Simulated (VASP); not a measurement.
# TaN (P-62m) in VASP: further runs, part 3 of 3

VASP 6.6.1.

### 5 Electric field gradients, PBE (10.66 Å³/atom)

This run uses another cell than the first one, of 10.66 Å³/atom.

File INCAR:

```
SYSTEM = TaN
PREC = Accurate
ENCUT = 520
EDIFF = 1E-8
ISMEAR = -1
SIGMA = 0.01
LREAL = .False.
LASPH = .True.
NELM = 100
ALGO = Normal
ISIF = 2
LWAVE = .False.
LCHARG = .False.
GGA = PE
LEFG = .True.
NBANDS = 33
```

File KPOINTS:

```
regular mesh
0
Gamma
  6 6 9
  0 0 0
```

File POSCAR:

```
TaN
1.0
    5.0899302701      0.0000000000      0.0000000000
   -2.5449651350      4.4080089174      0.0000000000
    0.0000000000      0.0000000000      2.8515751625
Ta N
3 3
Direct
    0.3333333333      0.6666666667      0.5000000000
    0.6666666667      0.3333333333      0.5000000000
    0.0000000000      0.0000000000      0.0000000000
    0.3928500000      0.0000000000      0.0000000000
    0.6071500000      0.6071500000      0.0000000000
    0.0000000000      0.3928500000      0.0000000000
```

Potentials or basis: VASP PAW PBE potentials, release 64 (Ta_pv, N).

Started as:

```
> cat potpaw_PBE.64/Ta_pv/POTCAR potpaw_PBE.64/N/POTCAR > POTCAR
> mpirun -np 1 vasp_std > vasp.out
```

OUTCAR:

```text
SYSTEM = TaN
   PREC = Accurate
   ENCUT = 520
   EDIFF = 1E-8
   ISMEAR = -1
   LREAL = .False.
   LASPH = .True.
   NELM = 100
   ISIF = 2
   GGA = PE

 ion  position               nearest neighbor table
   1  0.333  0.667  0.500-   4 2.12   4 2.12   6 2.12   6 2.12   5 2.12   5 2.12   2 2.94   2 2.94
                             2 2.94   3 3.27   3 3.27   3 3.27   3 3.27   3 3.27   3 3.27
   2  0.667  0.333  0.500-   6 2.12   6 2.12   4 2.12   4 2.12   5 2.12   5 2.12   1 2.94   1 2.94
                             1 2.94   3 3.27   3 3.27   3 3.27   3 3.27   3 3.27   3 3.27
   3  0.000  0.000  0.000-   6 2.00   4 2.00   5 2.00   2 3.27   1 3.27   1 3.27   2 3.27   1 3.27
                             1 3.27   2 3.27   2 3.27   2 3.27   2 3.27   1 3.27   1 3.27
   4  0.393  0.000  0.000-   3 2.00   1 2.12   1 2.12   2 2.12   2 2.12
   5  0.607  0.607  0.000-   3 2.00   2 2.12   2 2.12   1 2.12   1 2.12
   6  0.000  0.393  0.000-   3 2.00   2 2.12   2 2.12   1 2.12   1 2.12

  LATTYP: Found a hexagonal cell.
 ALAT       =     5.0899302701
 C/A-ratio  =     0.5602385516

  Lattice vectors:

 A1 = (   5.0899302701,   0.0000000000,   0.0000000000)
[... 1086 lines left out ...]
    total drift:                               -0.000001     -0.000001      0.000000

  FREE ENERGIE OF THE ION-ELECTRON SYSTEM (eV)
  ---------------------------------------------------
  free  energy   TOTEN  =       -67.0293777271 eV

  energy  without entropy=      -67.0288450108  energy(sigma->0) =      -67.02911137

 Electric field gradients (V/A^2)
---------------------------------------------------------------------
 ion       V_xx      V_yy      V_zz      V_xy      V_xz      V_yz
---------------------------------------------------------------------
   1     111.042   111.042  -222.084     0.000     0.000     0.000
   2     111.042   111.042  -222.084     0.000     0.000    -0.000
   3    -102.529  -102.530   205.059    -0.001     0.000     0.000
   4     -13.647     4.556     9.091    -0.000    -0.000     0.000
   5       0.005    -9.097     9.092    -7.883     0.000    -0.000
   6       0.005    -9.096     9.091     7.882    -0.000    -0.000
---------------------------------------------------------------------

 Electric field gradients after diagonalization (V/A^2)
 (convention: |V_zz| > |V_xx| > |V_yy|)
----------------------------------------------------------------------
 ion       V_xx      V_yy      V_zz     asymmetry (V_yy - V_xx)/ V_zz
----------------------------------------------------------------------
   1     111.042   111.042  -222.084       0.000
   2     111.042   111.042  -222.084       0.000
   3    -102.531  -102.528   205.059       0.000
   4       9.091     4.556   -13.647       0.332
   5       9.092     4.556   -13.648       0.332
   6       9.091     4.556   -13.647       0.332
----------------------------------------------------------------------

           NMR quadrupolar parameters

 Cq : quadrupolar parameter    Cq=e*Q*V_zz/h
 eta: asymmetry parameters     (V_yy - V_xx)/ V_zz
 Q  : nuclear electric quadrupole moment in mb (millibarn)
----------------------------------------------------------------------
 ion       Cq(MHz)       eta       Q (mb)
----------------------------------------------------------------------
   1      -0.537       0.000       1.000
   2      -0.537       0.000       1.000
   3       0.496       0.000       1.000
   4      -0.033       0.332       1.000
   5      -0.033       0.332       1.000
   6      -0.033       0.332       1.000
----------------------------------------------------------------------
```

OSZICAR:

```text
N       E                     dE             d eps       ncg     rms          rms(c)
DAV:   1     0.453940151021E+03    0.45394E+03   -0.25928E+04  2310   0.154E+03
DAV:   2    -0.475776192456E+02   -0.50152E+03   -0.47692E+03  2663   0.457E+02
DAV:   3    -0.763055247463E+02   -0.28728E+02   -0.28320E+02  2781   0.106E+02
DAV:   4    -0.768285241158E+02   -0.52300E+00   -0.52024E+00  2884   0.144E+01
DAV:   5    -0.768392185374E+02   -0.10694E-01   -0.10682E-01  2914   0.166E+00    0.493E+01
DAV:   6    -0.671941254974E+02    0.96451E+01   -0.45108E+01  2857   0.377E+01    0.209E+01
DAV:   7    -0.670932103059E+02    0.10092E+00   -0.20474E+00  2813   0.821E+00    0.119E+01
DAV:   8    -0.670434906291E+02    0.49720E-01   -0.28951E-01  2901   0.349E+00    0.993E-01
DAV:   9    -0.670299869143E+02    0.13504E-01   -0.33921E-02  2979   0.159E+00    0.372E-01
DAV:  10    -0.670295109611E+02    0.47595E-03   -0.10190E-02  2781   0.529E-01    0.196E-01
DAV:  11    -0.670294069249E+02    0.10404E-03   -0.17793E-03  2920   0.265E-01    0.407E-02
DAV:  12    -0.670293782106E+02    0.28714E-04   -0.17261E-04  2823   0.817E-02    0.151E-02
DAV:  13    -0.670293779636E+02    0.24706E-06   -0.93264E-06  2778   0.193E-02    0.449E-03
DAV:  14    -0.670293778613E+02    0.10224E-06   -0.55569E-07  2862   0.483E-03    0.133E-03
DAV:  15    -0.670293777207E+02    0.14058E-06   -0.16610E-07  2738   0.251E-03    0.372E-04
DAV:  16    -0.670293777271E+02   -0.63910E-08   -0.91199E-09  1624   0.703E-04
   1 F= -.67029378E+02 E0= -.67029111E+02  d E =-.532716E-03
```

stdout:

```text
POSCAR found type information on POSCAR TaN
 POSCAR found :  2 types and       6 ions
 scaLAPACK will be used
 LDA part: xc-table for (Slater+PW92), standard interpolation
 POSCAR, INCAR and KPOINTS ok, starting setup
 FFT: planning ... GRIDC
 FFT: planning ... GRID_SOFT
 FFT: planning ... GRID
 WAVECAR not read
 entering main loop
ion   1

ion   2

ion   3

ion   4

ion   5

ion   6
```

Wall time 100 s (1 thread of Intel Xeon 8259CL, shared host); peak memory 0.22 GiB.

What came out:

| Item | Value |
| --- | --- |
| Free energy | -67.0294 eV |
| Pressure | 29.5 GPa |
| Largest force | 0.346 eV/Å |
| Band gap on the k mesh | zero (bands 24 and 25 overlap by 3.26 eV) |
| Largest electric field gradient by atom | Ta -222.1, +205.1 (each value once); N -13.6 V/Å² |

Forces on the atoms (eV/Å):
```
Ta   0.000  0.000  0.000
Ta   0.000  0.000  0.000
Ta   0.000  0.000  0.000
N    0.346  0.000  0.000
N   -0.173 -0.300  0.000
N   -0.173  0.300  0.000
```

Electric field gradients, principal values (V/Å²):
```tsv
atom	least	middle	greatest (by size)
1 Ta	111.042	111.042	-222.084
2 Ta	111.042	111.042	-222.084
3 Ta	-102.528	-102.531	205.059
4 N	4.556	9.091	-13.647
5 N	4.556	9.092	-13.648
6 N	4.556	9.091	-13.647
```

Caveat: the cell stands under pressure; without QUAD_EFG the Cq values of the log hold for a quadrupole moment of 1 mb, not for the nuclei; spin-orbit coupling is left out, which moves the levels of the heavy elements.

### 6 Electric field gradients, PBE (11.12 Å³/atom)

This run uses another cell than the first one, of 11.12 Å³/atom.

File INCAR:

```
PREC = Accurate
ENCUT = 520
EDIFF = 1E-8
ISMEAR = -1
SIGMA = 0.01
LREAL = F
LASPH = T
NELM = 60
ALGO = Normal
ISIF = 2
LWAVE = F
LCHARG = F
GGA = PE
LEFG = T
NBANDS = 33
```

File KPOINTS:

```
Automatic mesh
0
Gamma
  6 6 9
```

Changes to POSCAR since step 5:

```diff
@@ -2,5 +2,5 @@
 1.0
-    5.0899302701      0.0000000000      0.0000000000
-   -2.5449651350      4.4080089174      0.0000000000
-    0.0000000000      0.0000000000      2.8515751625
+    5.1611273271      0.0000000000      0.0000000000
+   -2.5805636635      4.4696673774      0.0000000000
+    0.0000000000      0.0000000000      2.8914624986
 Ta N
```

Potentials or basis: VASP PAW PBE potentials, release 64 (Ta_pv, N).

Started as:

```
> cat potpaw_PBE.64/Ta_pv/POTCAR potpaw_PBE.64/N/POTCAR > POTCAR
> mpirun -np 1 vasp_std > vasp.out
```

OUTCAR:

```text
PREC = Accurate
   ENCUT = 520
   EDIFF = 1E-8
   ISMEAR = -1
   LREAL = F
   LASPH = T
   NELM = 60
   ISIF = 2
   GGA = PE

 ion  position               nearest neighbor table
   1  0.333  0.667  0.500-   4 2.15   4 2.15   6 2.15   6 2.15   5 2.15   5 2.15   2 2.98   2 2.98
                             2 2.98   3 3.31   3 3.31   3 3.31   3 3.31   3 3.31   3 3.31
   2  0.667  0.333  0.500-   6 2.15   6 2.15   4 2.15   4 2.15   5 2.15   5 2.15   1 2.98   1 2.98
                             1 2.98   3 3.31   3 3.31   3 3.31   3 3.31   3 3.31   3 3.31
   3  0.000  0.000  0.000-   6 2.03   5 2.03   4 2.03   2 3.31   1 3.31   1 3.31   2 3.31   1 3.31
                             1 3.31   2 3.31   2 3.31   2 3.31   2 3.31   1 3.31   1 3.31
   4  0.393  0.000  0.000-   3 2.03   1 2.15   1 2.15   2 2.15   2 2.15
   5  0.607  0.607  0.000-   3 2.03   2 2.15   2 2.15   1 2.15   1 2.15
   6  0.000  0.393  0.000-   3 2.03   2 2.15   2 2.15   1 2.15   1 2.15

  LATTYP: Found a hexagonal cell.
 ALAT       =     5.1611273271
 C/A-ratio  =     0.5602385516

  Lattice vectors:

 A1 = (   5.1611273271,   0.0000000000,   0.0000000000)
 A2 = (  -2.5805636635,   4.4696673774,   0.0000000000)
 A3 = (   0.0000000000,   0.0000000000,   2.8914624986)

Analysis of symmetry for initial positions (statically):
=====================================================================
 Subroutine PRICEL returns:
 Original cell was already a primitive cell.

 Routine SETGRP: Setting up the symmetry group for a
 hexagonal supercell.

 Subroutine GETGRP returns: Found 12 space group operations
 (whereof 12 operations were pure point group operations)
 out of a pool of 24 trial point group operations.

The static configuration has the point symmetry D_3h.

Analysis of symmetry for dynamics (positions and initial velocities):
=====================================================================
 Subroutine PRICEL returns:
 Original cell was already a primitive cell.

 Routine SETGRP: Setting up the symmetry group for a
 hexagonal supercell.

 Subroutine GETGRP returns: Found 12 space group operations
 (whereof 12 operations were pure point group operations)
 out of a pool of 24 trial point group operations.

The dynamic configuration has the point symmetry D_3h.

 Subroutine INISYM returns: Found 12 space group operations
 (whereof 12 operations are pure point group operations),
 and found     1 'primitive' translations

----------------------------------------------------------------------------------------

                                     Primitive cell

  volume of cell :      66.7018

  direct lattice vectors                    reciprocal lattice vectors
     5.161127327  0.000000000  0.000000000     0.193756119  0.111865147  0.000000000
    -2.580563663  4.469667377  0.000000000     0.000000000  0.223730295  0.000000000
     0.000000000  0.000000000  2.891462499     0.000000000  0.000000000  0.345845744

  length of vectors
     5.161127327  5.161127327  2.891462499     0.223730295  0.223730295  0.345845744

  position of ions in fractional coordinates (direct lattice)
[... 111 lines left out ...]
   LORBIT       =      0    0 simple, 1 ext, 2 COOP (PROOUT), +10 PAW based schemes
   GGA     = PE    functional components
   LHFCALC =     F    Hartree Fock is set to
   AEXX    =    0.0000 exact exchange contribution
   IVDW    =     0    specifies the selected vdW correction
   LEPSILON=     F    determine dielectric tensor
   LRPA    =     F    only Hartree local field effects (RPA)
 non-spin polarized calculation
  energy-cutoff  :      520.00
  volume of cell :       66.70
 maximum number of plane-waves:      1828
 NGX is ok and might be reduce to    40
   NGX = 19   NGY = 19   NGZ = 11

 number of electron      47.9999999 magnetization

 Free energy of the ion-electron system (eV)
  ---------------------------------------------------
  ext. energy  EPLUGINS =         0.00000000
  ---------------------------------------------------
  free energy    TOTEN  =       -67.38615106 eV

  energy without entropy =      -67.38547331  energy(sigma->0) =      -67.38581219

 E-fermi :   8.5426     XC(G=0): -13.1145

 val. band max:        8.5239007280   @ k =   0.1667   0.0000   0.3333
 cond. band min:       8.5445044427   @ k =   0.0000   0.0000   0.2222
 fundamental gap:      0.0206037148
 Fermi energy:         8.5426108040

 k-point     1 :       0.0000    0.0000    0.0000
  band No.  band energies     occupation
      1     -27.6853      2.00000
      2     -27.6853      2.00000
      3     -27.3125      2.00000
      4     -27.3125      2.00000
      5     -27.1215      2.00000
      6     -27.0054      2.00000
[... 853 lines left out ...]
     32      12.3760      0.00000
     33      13.7741      0.00000

 [... further k-points ...]

------------------------ aborting loop because EDIFF is reached ----------------------------------------

  FORCE on cell =-STRESS in cart. coord.  units (eV):
  Direction    XX          YY          ZZ          XY          YZ          ZX
  --------------------------------------------------------------------------------------
  -------------------------------------------------------------------------------------
  Total        5.3141320      5.3141320      5.3526651      0.0000000      0.0000000      0.0000000
  in kB      127.6455195    127.6455195    128.5710853      0.0000000      0.0000000      0.0000000
  external PRESSURE =     127.9540414 kB  Pullay stress =       0.0000000 kB

 VOLUME and BASIS-vectors are now :
 -----------------------------------------------------------------------------
  energy-cutoff  :      520.00
  volume of cell :       66.70
      direct lattice vectors                 reciprocal lattice vectors
     5.161127327  0.000000000  0.000000000     0.193756119  0.111865147  0.000000000
    -2.580563663  4.469667377  0.000000000     0.000000000  0.223730295  0.000000000
     0.000000000  0.000000000  2.891462499     0.000000000  0.000000000  0.345845744

 POSITION                                       TOTAL-FORCE (eV/Angst)
 -----------------------------------------------------------------------------------
     -0.00000      2.97978      1.44573         0.000000      0.000000      0.000000
      2.58056      1.48989      1.44573         0.000000     -0.000000      0.000000
      0.00000      0.00000      0.00000         0.000000      0.000000      0.000000
      2.02755      0.00000      0.00000         0.148472     -0.000000     -0.000000
      1.56679      2.71376      0.00000        -0.074236     -0.128580      0.000000
     -1.01377      1.75591      0.00000        -0.074236      0.128580      0.000000
 -----------------------------------------------------------------------------------
    total drift:                               -0.000001     -0.000003      0.000000

  FREE ENERGIE OF THE ION-ELECTRON SYSTEM (eV)
  ---------------------------------------------------
  free  energy   TOTEN  =       -67.3861510565 eV

  energy  without entropy=      -67.3854733140  energy(sigma->0) =      -67.38581219

 Electric field gradients (V/A^2)
---------------------------------------------------------------------
 ion       V_xx      V_yy      V_zz      V_xy      V_xz      V_yz
---------------------------------------------------------------------
   1     102.887   102.888  -205.775     0.000     0.000     0.000
   2     102.887   102.888  -205.775     0.000     0.000    -0.000
   3     -92.004   -92.006   184.010    -0.001     0.000     0.000
   4     -14.049     4.754     9.295    -0.001    -0.000     0.000
   5       0.054    -9.349     9.295    -8.143     0.000    -0.000
   6       0.054    -9.349     9.295     8.142    -0.000    -0.000
---------------------------------------------------------------------

 Electric field gradients after diagonalization (V/A^2)
 (convention: |V_zz| > |V_xx| > |V_yy|)
----------------------------------------------------------------------
 ion       V_xx      V_yy      V_zz     asymmetry (V_yy - V_xx)/ V_zz
----------------------------------------------------------------------
   1     102.888   102.887  -205.775       0.000
   2     102.888   102.887  -205.775       0.000
   3     -92.006   -92.004   184.010       0.000
   4       9.295     4.754   -14.049       0.323
   5       9.295     4.755   -14.050       0.323
   6       9.295     4.754   -14.049       0.323
----------------------------------------------------------------------

           NMR quadrupolar parameters

 Cq : quadrupolar parameter    Cq=e*Q*V_zz/h
 eta: asymmetry parameters     (V_yy - V_xx)/ V_zz
 Q  : nuclear electric quadrupole moment in mb (millibarn)
----------------------------------------------------------------------
 ion       Cq(MHz)       eta       Q (mb)
----------------------------------------------------------------------
   1      -0.498       0.000       1.000
   2      -0.498       0.000       1.000
   3       0.445       0.000       1.000
   4      -0.034       0.323       1.000
   5      -0.034       0.323       1.000
   6      -0.034       0.323       1.000
----------------------------------------------------------------------
```

Wall time 100 s (1 thread of Intel Xeon 8259CL, shared host); peak memory 0.22 GiB.

Results:

* Free energy: -67.3862 eV
* Pressure: 12.8 GPa
* Largest force: 0.148 eV/Å
* Band gap on the k mesh: zero (bands 24 and 25 overlap by 3.13 eV)
* Largest electric field gradient by atom: Ta -205.8, +184.0 (each value once); N -14.0, -14.1 (each value once) V/Å²

Forces on the atoms (eV/Å):
```
Ta   0.000  0.000  0.000
Ta   0.000  0.000  0.000
Ta   0.000  0.000  0.000
N    0.148  0.000  0.000
N   -0.074 -0.129  0.000
N   -0.074  0.129  0.000
```

Levels at points of the mesh, in eV from the Fermi level:
| k point | band 21 | band 22 | band 23 | band 24 | band 25 | band 26 | band 27 | band 28 |
| --- | --- | --- | --- | --- | --- | --- | --- | --- |
| (0.00, 0.00, 0.00) | -4.33 | -3.36 | -1.92 | -0.93 | -0.93 | 0.62 | 0.62 | 1.90 |
| (0.50, 0.00, 0.00) | -3.95 | -3.94 | -2.87 | -2.67 | 1.27 | 1.88 | 1.99 | 2.49 |

Electric field gradients, principal values (V/Å²):
```
atom    least   middle  greatest (by size)
1 Ta  102.887  102.888            -205.775
2 Ta  102.887  102.888            -205.775
3 Ta  -92.004  -92.006             184.010
 4 N    4.754    9.295             -14.049
 5 N    4.755    9.295             -14.050
 6 N    4.754    9.295             -14.049
```

Caveat: the cell stands under pressure; without QUAD_EFG the Cq values of the log hold for a quadrupole moment of 1 mb, not for the nuclei; spin-orbit coupling is left out, which moves the levels of the heavy elements.

### 7 The runs side by side

```tsv
cell	gap on the mesh (eV)	pressure (GPa)	largest force (eV/Å)
a = 5.179, b = 5.179, c = 2.901 Å, angles 90.0, 90.0, 120.0°, 6 atoms	none	9.1	0.10
a = 5.230, b = 5.230, c = 2.930 Å, angles 90.0, 90.0, 120.0°, 6 atoms	none	-0.7	0.03
a = 5.298, b = 5.298, c = 2.968 Å, angles 90.0, 90.0, 120.0°, 6 atoms	none	-11.7	0.18
a = 5.090, b = 5.090, c = 2.852 Å, angles 90.0, 90.0, 120.0°, 6 atoms	none	29.5	0.35
a = 5.161, b = 5.161, c = 2.891 Å, angles 90.0, 90.0, 120.0°, 6 atoms	none	12.8	0.15
```

Alike in all rows: task electric field gradients; level PBE; potentials or basis VASP PAW PBE potentials, release 64 (Ta_pv, N); no spin polarisation; k mesh 6 × 6 × 9; cutoff (eV) 520; smearing fermi-dirac 0.01 eV.

Caveats: spin-orbit coupling is left out, which moves the levels of the heavy elements; the cell stands under pressure (at least some runs); the cell stands under tension (at least some runs).

Total energies depend on the potentials used, so only differences within one code and one set of settings carry meaning.
